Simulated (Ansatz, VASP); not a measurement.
## One calculation of Ti2Co, two programs

Contents of INCAR:

```
SYSTEM = Ti2Co
PREC = Accurate
ENCUT = 520
EDIFF = 1E-7
ISMEAR = 0
SIGMA = 0.1
LREAL = .False.
LASPH = .True.
NELM = 150
ALGO = Normal
ISIF = 2
LWAVE = .False.
LCHARG = .True.
ISPIN = 2
MAGMOM = 0 0 0 0 1.11 1.11
LORBIT = 11
LMAXMIX = 4
GGA = PS
LELF = .True.
LVHAR = .True.
NBANDS = 46
```

The input KPOINTS:

```
regular mesh
0
Gamma
  10 10 10
  0 0 0
```

The input POSCAR:

```
Ti2Co
1.0
    0.0000000000      3.5244082450      3.5244082450
    3.5244082450      0.0000000000      3.5244082450
    3.5244082450      3.5244082450      0.0000000000
Ti Co
4 2
Direct
    0.1250000000      0.1250000000      0.1250000000
    0.6250000000      0.1250000000      0.1250000000
    0.1250000000      0.1250000000      0.6250000000
    0.1250000000      0.6250000000      0.1250000000
    0.5000000000      0.5000000000      0.5000000000
    0.7500000000      0.7500000000      0.7500000000
```

Input for Ansatz:

```yaml
crystal:
  lattice:
    - [0.0, 3.524408245, 3.524408245]
    - [3.524408245, 0.0, 3.524408245]
    - [3.524408245, 3.524408245, 0.0]
  atoms:
    - { symbol: Ti, position: [0.125, 0.125, 0.125] }
    - { symbol: Ti, position: [0.625, 0.125, 0.125] }
    - { symbol: Ti, position: [0.125, 0.125, 0.625] }
    - { symbol: Ti, position: [0.125, 0.625, 0.125] }
    - { symbol: Co, position: [0.5, 0.5, 0.5], spin: 1.11 }
    - { symbol: Co, position: [0.75, 0.75, 0.75], spin: 1.11 }
basis:
  ecutwfc: 420
kpoints:
  mp_grid: { grid: [10, 10, 10] }
hamiltonian:
  xc: pbesol
scf:
  occupations: { method: gaussian, width: 0.1 }
output:
  forces: true
  stress: true
  eigenvalues: true
  populations: true
magnetization:
  spin_polarized: true
```

Change from the starting cell: equal strain along all axes, cell held, atoms relaxed: +1.0 %.

Alike in both runs: task single point; functional PBEsol; k mesh 10 × 10 × 10; occupations gaussian, width 0.1 eV; collinear spin.

|  | VASP | Ansatz |
| --- | --- | --- |
| version | VASP 6.6.1 | Ansatz 0.2.0 |
| potentials or method | VASP PAW PBE potentials, release 64 (Ti_sv, Co), cutoff 520 eV | scalar-relativistic, plane waves, PAW |
| valence electrons in the cell | 66 | 82 |

```tsv
	VASP	Ansatz	Ansatz less VASP
gap on the k mesh at the Fermi level (eV)	none	none	-
pressure (GPa)	-3.4	-3.2	+0.16
net moment per atom (μB)	0.33	0.34	+0.006
size of the moment on the site where the two differ most (μB)	1.10	1.14	+0.040
```

VASP's potentials were made for PBE, not for PBEsol. Site moments also hang on the region over which each program counts them. A gap of «none» marks a metal or a gap that the smearing closes. VASP's potentials hold 66 valence electrons a cell and Ansatz's 82, so a difference there can come from the potentials and not from the codes.
